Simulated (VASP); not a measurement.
A run of VASP 6.6.1 is set up as follows.

The input POSCAR:

```
MgO
1.0
    2.1021675162      2.1021675162      0.0000000000
   -2.1021675162      2.1021675162      0.0000000000
    0.0000000000      2.1021675162      2.1021675162
Mg O
1 1
Direct
    0.0000000000      0.0000000000      0.0000000000
    0.5000000000      0.5000000000      0.0000000000
```

File INCAR.step1:

```
SYSTEM = MgO
ALGO = Normal
EDIFF = 1E-4
ENCUT = 600
GGA = PE
ISMEAR = 0
LASPH = .TRUE.
LCHARG = .FALSE.
LREAL = .FALSE.
LWAVE = .TRUE.
NELM = 80
PREC = Accurate
SIGMA = 0.01
```

The input INCAR.step2:

```
SYSTEM = MgO
ALGO = Normal
EDIFF = 1E-6
EDIFFG = -0.002
ENCUT = 600
IBRION = 2
ISIF = 3
ISMEAR = 0
ISTART = 1
LASPH = .TRUE.
LCHARG = .FALSE.
LMIXTAU = .TRUE.
LREAL = .FALSE.
LWAVE = .FALSE.
METAGGA = R2SCAN
NELM = 80
NSW = 100
PREC = Accurate
PSTRESS = -20.0
SIGMA = 0.01
```

KPOINTS

```
k-points
0
G
  10 10 10
  0 0 0
```

Potentials or basis: VASP PAW PBE potentials, release 64 (Mg, O).

Launch:

```bash
$ cat potpaw_PBE.64/Mg/POTCAR potpaw_PBE.64/O/POTCAR > POTCAR
$ cp INCAR.step1 INCAR
$ mpirun -np 1 vasp_std > vasp.out
$ cp INCAR.step2 INCAR
$ mpirun -np 1 vasp_std > vasp.out
```

Problem. What does it give for the relaxed volume?

Solution. 9.33 Å³/atom.

Problem. Predict the relaxed cell.

Solution. a = 2.977 Å, b = 2.977 Å, c = 2.977 Å, α = 60.00°, β = 60.00°, γ = 90.00°.

Step by step:
| step | energy change (eV) | largest force (eV/Å) | pressure (GPa) | volume (Å³) |
| --- | --- | --- | --- | --- |
| 1 | 0.0000 | 0.0000 | -1.36 | 18.58 |
| 2 | 0.0011 | 0.0000 | -2.24 | 18.68 |
| 3 | 0.0008 | 0.0000 | -1.99 | 18.65 |

Caveat: the cell is relaxed towards a set pressure, so the run minimises the enthalpy, not the energy; the PAW data sets were made with another functional, which shifts forces and pressure a little. Zero-point motion and thermal expansion aren't in these numbers.
